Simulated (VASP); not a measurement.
# Ni (Fm-3m) in VASP: a series of runs, part 2 of 2

VASP 6.6.1. Earlier steps stand in the parts before.

## Step 4: Single point, LDA, collinear spin, ferromagnetic start

This run uses another cell than the first one, of 9.43 Å³/atom, 1.146 times its volume.

File INCAR:

```
PREC = Accurate
ENCUT = 520
EDIFF = 1E-6
ISMEAR = 0
SIGMA = 0.15
LREAL = F
LASPH = T
NELM = 150
ALGO = Normal
ISIF = 2
LWAVE = F
LCHARG = F
ISPIN = 2
MAGMOM = 0.125
LORBIT = 11
NUPDOWN = 0.125
LMAXMIX = 4
GGA = CA
NBANDS = 15
```

File KPOINTS:

```
regular mesh
0
Gamma
  24 24 24
```

File POSCAR:

```
Ni
1.0
    0.0000000000      1.6770265810      1.6770265810
    1.6770265810      0.0000000000      1.6770265810
    1.6770265810      1.6770265810      0.0000000000
Ni
1
Direct
    0.0000000000      0.0000000000      0.0000000000
```

Potentials or basis: VASP PAW LDA potentials, release 64 (Ni).

Command:

```bash
$ cat potpaw_LDA.64/Ni/POTCAR > POTCAR
$ mpirun -np 1 vasp_std > vasp.out
```

OUTCAR:

```text
PREC = Accurate
   ENCUT = 520
   EDIFF = 1E-6
   ISMEAR = 0
   LREAL = F
   LASPH = T
   NELM = 150
   ISIF = 2
   ISPIN = 2
   LORBIT = 11
   NUPDOWN = 0.125
   GGA = CA

 ion  position               nearest neighbor table
   1  0.000  0.000  0.000-

  LATTYP: Found a face centered cubic cell.
 ALAT       =     3.3540531620

  Lattice vectors:

 A1 = (   0.0000000000,   1.6770265810,   1.6770265810)
 A2 = (   1.6770265810,   0.0000000000,   1.6770265810)
 A3 = (   1.6770265810,   1.6770265810,   0.0000000000)

Analysis of symmetry for initial positions (statically):
=====================================================================
 Subroutine PRICEL returns:
 Original cell was already a primitive cell.

 Routine SETGRP: Setting up the symmetry group for a
 face centered cubic supercell.

 Subroutine GETGRP returns: Found 48 space group operations
 (whereof 48 operations were pure point group operations)
 out of a pool of 48 trial point group operations.

The static configuration has the point symmetry O_h .

Analysis of symmetry for dynamics (positions and initial velocities):
=====================================================================
 Subroutine PRICEL returns:
 Original cell was already a primitive cell.

 Routine SETGRP: Setting up the symmetry group for a
 face centered cubic supercell.

 Subroutine GETGRP returns: Found 48 space group operations
 (whereof 48 operations were pure point group operations)
 out of a pool of 48 trial point group operations.

The dynamic configuration has the point symmetry O_h .

Analysis of structural, dynamic, and magnetic symmetry:
=====================================================================
 Subroutine PRICEL returns:
 Original cell was already a primitive cell.

 Routine SETGRP: Setting up the symmetry group for a
 face centered cubic supercell.

 Subroutine GETGRP returns: Found 48 space group operations
 (whereof 48 operations were pure point group operations)
 out of a pool of 48 trial point group operations.

The overall configuration has the point symmetry O_h .

 Subroutine INISYM returns: Found 48 space group operations
 (whereof 48 operations are pure point group operations),
 and found     1 'primitive' translations

----------------------------------------------------------------------------------------

                                     Primitive cell

  volume of cell :       9.4330

  direct lattice vectors                    reciprocal lattice vectors
     0.000000000  1.677026581  1.677026581    -0.298146735  0.298146735  0.298146735
     1.677026581  0.000000000  1.677026581     0.298146735 -0.298146735  0.298146735
     1.677026581  1.677026581  0.000000000     0.298146735  0.298146735 -0.298146735

  length of vectors
     2.371673735  2.371673735  2.371673735     0.516405294  0.516405294  0.516405294

  position of ions in fractional coordinates (direct lattice)
     0.000000000  0.000000000  0.000000000

  ion indices of the primitive-cell ions
   primitive index   ion index
                 1           1

----------------------------------------------------------------------------------------

 KPOINTS: regular mesh

Automatic generation of k-mesh.
 Grid dimensions read from file:
 generate k-points for:   24   24   24

 Generating k-lattice:

  Cartesian coordinates                     Fractional coordinates (reciprocal lattice)
    -0.012422781  0.012422781  0.012422781     0.041666667  0.000000000  0.000000000
     0.012422781 -0.012422781  0.012422781     0.000000000  0.041666667  0.000000000
     0.012422781  0.012422781 -0.012422781     0.000000000  0.000000000  0.041666667

  Length of vectors
     0.021516887  0.021516887  0.021516887
[... 65 lines left out ...]
   NELECT =      10.0000    total number of electrons
   NUPDOWN=       0.1250    fix difference up-down
   EMIN   =  10.00;   EMAX   =-10.00  energy-range for DOS
   EFERMI =   0.00;   METHOD = LEGACY
   ISMEAR =     0;   SIGMA  =   0.15  broadening in eV -4-tet -1-fermi 0-gaus
   EFERMI_NEDOS =   21; number of points for ismear=-14 and -15
   IALGO  =     38    algorithm
   IMIX   =      4    mixing-type and parameters
     AMIX     =   0.40;   BMIX     =  1.00
     AMIX_MAG =   1.60;   BMIX_MAG =  1.00
  volume/ion in A,a.u.               =       9.43        63.66
  Fermi-wavevector in a.u.,A,eV,Ry     =   1.669263  3.154451 37.911824  2.786440
  Thomas-Fermi vector in A             =   2.754967
   LORBIT       =     11    0 simple, 1 ext, 2 COOP (PROOUT), +10 PAW based schemes
   GGA     = CA    functional components
   LHFCALC =     F    Hartree Fock is set to
   AEXX    =    0.0000 exact exchange contribution
   IVDW    =     0    specifies the selected vdW correction
   LEPSILON=     F    determine dielectric tensor
   LRPA    =     F    only Hartree local field effects (RPA)
 spin polarized calculation
 Gauss-broadening in eV      SIGMA  =   0.15
  energy-cutoff  :      520.00
  volume of cell :        9.43
 maximum number of plane-waves:       271
 NGX is ok and might be reduce to    18
   NGX =  9   NGY =  9   NGZ =  9

 number of electron      10.0000007 magnetization       0.1250000

 Free energy of the ion-electron system (eV)
  ---------------------------------------------------
  ext. energy  EPLUGINS =         0.00000000
  ---------------------------------------------------
  free energy    TOTEN  =        -6.53471177 eV

  energy without entropy =       -6.50091309  energy(sigma->0) =       -6.51781243

 E-fermi :  11.1299     XC(G=0): -14.4791

 val. band max:       11.1274479834   @ k =   0.4167   0.0417   0.0000
 cond. band min:      11.0770688850   @ k =  -0.4583   0.3333   0.0417
 fundamental gap:     -0.0503790984
 Fermi energy:        11.0734333042

 spin component 1

 k-point     1 :       0.0000    0.0000    0.0000
  band No.  band energies     occupation
      1       1.2255      1.00000
      2       8.7189      1.00000
      3       8.7189      1.00000
      4       8.7189      1.00000
      5      10.1219      1.00000
      6      10.1219      1.00000
      7      36.1788      0.00000
      8      41.1136      0.00000
      9      41.1136      0.00000
     10      41.1136      0.00000
     11      44.7339      0.00000
     12      44.7339      0.00000
     13      44.7339      0.00000
     14      47.3865      0.00000
[... 403 lines left out ...]
      4       9.9203      1.00000
      5      11.0006      0.75387
      6      11.3142      0.01160
      7      18.9696      0.00000
      8      34.4994      0.00000
      9      37.4165      0.00000
     10      38.2202      0.00000
     11      41.9737      0.00000
     12      42.5704      0.00000
     13      48.8759      0.00000
     14      57.0623      0.00000
     15      59.4204      0.00000

 [... further k-points ...]

 spin component 2

 k-point     1 :       0.0000    0.0000    0.0000
  band No.  band energies     occupation
      1       1.2346      1.00000
      2       8.8484      1.00000
      3       8.8484      1.00000
      4       8.8484      1.00000
      5      10.2403      1.00000
      6      10.2403      1.00000
      7      36.1763      0.00000
      8      41.1216      0.00000
      9      41.1216      0.00000
     10      41.1216      0.00000
     11      44.7707      0.00000
     12      44.7707      0.00000
     13      44.7707      0.00000
     14      47.3822      0.00000
[... 403 lines left out ...]
      4       9.9725      1.00000
      5      11.1382      0.46891
      6      11.4203      0.00310
      7      19.0438      0.00000
      8      34.4978      0.00000
      9      37.4431      0.00000
     10      38.2459      0.00000
     11      41.9994      0.00000
     12      42.5962      0.00000
     13      48.9210      0.00000
     14      57.3159      0.00000
     15      59.4791      0.00000

 [... further k-points ...]
[... 5 lines left out ...]
  --------------------------------------------------------------------------------------
  -------------------------------------------------------------------------------------
  Total        0.9958317      0.9958317      0.9958317      0.0000000      0.0000000      0.0000000
  in kB      169.1401367    169.1401367    169.1401367      0.0000000      0.0000000      0.0000000
  external PRESSURE =     169.1401367 kB  Pullay stress =       0.0000000 kB

 VOLUME and BASIS-vectors are now :
 -----------------------------------------------------------------------------
  energy-cutoff  :      520.00
  volume of cell :        9.43
      direct lattice vectors                 reciprocal lattice vectors
     0.000000000  1.677026581  1.677026581    -0.298146735  0.298146735  0.298146735
     1.677026581  0.000000000  1.677026581     0.298146735 -0.298146735  0.298146735
     1.677026581  1.677026581  0.000000000     0.298146735  0.298146735 -0.298146735

 POSITION                                       TOTAL-FORCE (eV/Angst)
 -----------------------------------------------------------------------------------
      0.00000      0.00000      0.00000         0.000000      0.000000     -0.000000
 -----------------------------------------------------------------------------------
    total drift:                                0.000000      0.000000      0.000000

  FREE ENERGIE OF THE ION-ELECTRON SYSTEM (eV)
  ---------------------------------------------------
  free  energy   TOTEN  =        -6.5347117699 eV

  energy  without entropy=       -6.5009130936  energy(sigma->0) =       -6.51781243

 total charge

# of ion       s       p       d       tot
------------------------------------------
    1        0.563   0.634   8.415   9.612

 magnetization (x)

# of ion       s       p       d       tot
------------------------------------------
    1       -0.002  -0.005   0.131   0.124
```

stdout:

```text
POSCAR found type information on POSCAR Ni
 POSCAR found :  1 types and       1 ions
 scaLAPACK will be used
 LDA part: xc-table for (Slater(with rela. corr.)+CA(PZ))
 , standard interpolation
 POSCAR, INCAR and KPOINTS ok, starting setup
 FFT: planning ... GRIDC
 FFT: planning ... GRID_SOFT
 FFT: planning ... GRID
 WAVECAR not read
 entering main loop
```

Run time: 1.9 min. Hardware: 1 thread of Intel Xeon Platinum 8488C (Sapphire Rapids), shared host; peak memory 0.19 GiB.

Results:

```
Free energy                                           : -6.5347 eV
Pressure                                              : 16.9 GPa
Net moment                                            : 0.12 μB per cell
Site moments                                          : Ni +0.12 μB
Valence electrons inside the program's atomic spheres : Ni 9.61
```

Caveat: the total moment is fixed, so each spin has its own Fermi level.

## Step 5: Single point, LDA, collinear spin, ferromagnetic start

This run uses another cell than the first one, of 9.43 Å³/atom, 1.146 times its volume.

File INCAR:

```
ALGO = Normal ; EDIFF = 1E-6
ENCUT = 520 ; GGA = CA
ISIF = 2 ; ISMEAR = 0
ISPIN = 2 ; LASPH = T
LCHARG = F ; LMAXMIX = 4
LORBIT = 11 ; LREAL = F
LWAVE = F ; MAGMOM = 0.625
NBANDS = 15 ; NELM = 150
NUPDOWN = 0.625 ; PREC = Accurate
SIGMA = 0.15
```

File KPOINTS:

```
k-points
0
Gamma
  24 24 24
```

POSCAR is that of step 4.

Command:

```bash
$ cat potpaw_LDA.64/Ni/POTCAR > POTCAR
$ mpirun -np 1 vasp_std > vasp.out
```

Wall time 99 s (1 thread of Intel Xeon Platinum 8488C (Sapphire Rapids), shared host); peak memory 0.19 GiB.

The run converged. Its results:

| Property | Result |
| --- | --- |
| Free energy | -6.5540 eV |
| Pressure | 18.4 GPa |
| Net moment | 0.63 μB per cell |
| Site moments | Ni +0.62 μB |
| Valence electrons inside the program's atomic spheres | Ni 9.61 |

Caveat: the total moment is fixed, so each spin has its own Fermi level.

## Step 6: Overview

```tsv
fixed moment (μB)	cell	pressure (GPa)	moment (μB)
1.0	a = 2.266 Å, angles 60.0°, 1 atom	88.7	1.00
0.125	a = 2.266 Å, angles 60.0°, 1 atom	79.5	0.12
0.125	a = 2.372 Å, angles 60.0°, 1 atom	16.9	0.12
0.625	a = 2.372 Å, angles 60.0°, 1 atom	18.4	0.63
```

Alike in all rows: task single point; level LDA; potentials or basis VASP PAW LDA potentials, release 64 (Ni); spin collinear, ferromagnetic start; k mesh 24 × 24 × 24; cutoff (eV) 520; smearing gaussian 0.15 eV.

Caveats: the total moment is fixed, so each spin has its own Fermi level.

Absolute energies hang on the potentials; compare differences alone.
